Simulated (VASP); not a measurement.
Br: single point with PBEsol

Slab: Br, a slab with vacuum.

```
Br
1.0
    11.00000    0.00000    0.00000
     0.00000   11.50000    0.00000
     0.00000    0.00000   12.00000
Br
2
Direct
  0.50000 0.50000 0.40482
  0.50000 0.50000 0.59518
```

```
Program                : VASP 6.6.1
Task                   : single point
Functional             : PBEsol
Potentials or basis    : VASP PAW PBE potentials, release 64 (Br)
Cutoff                 : 520 eV
k mesh                 : 1 × 1 × 1
Occupations            : fermi-dirac, width 0.05 eV
Spin                   : no spin polarisation
Dipole correction      : no
Further INCAR settings : ALGO = Normal; EDIFF = 1e-06; NBANDS = 14
```

```json
{
  "Largest force": "0.028 eV/Å",
  "Band gap on the k mesh": "2.27 eV"
}
```

Forces on the atoms (eV/Å):
```
Br   0.000  0.000 -0.028
Br   0.000  0.000  0.028
```

Levels at points of the mesh, in eV from the valence-band top:
```tsv
k point	band 5	band 6	band 7	band 8	band 9	band 10
(0.00, 0.00, 0.00)	-2.09	0.00	0.00	2.27	6.18	7.26
```

It took 50 s on 1 thread of Intel(R) Xeon(R) 6975P-C (Granite Rapids) (shared host), peak memory 1 GiB.

Caveat: the PAW data sets were made with another functional, which shifts forces and pressure a little.
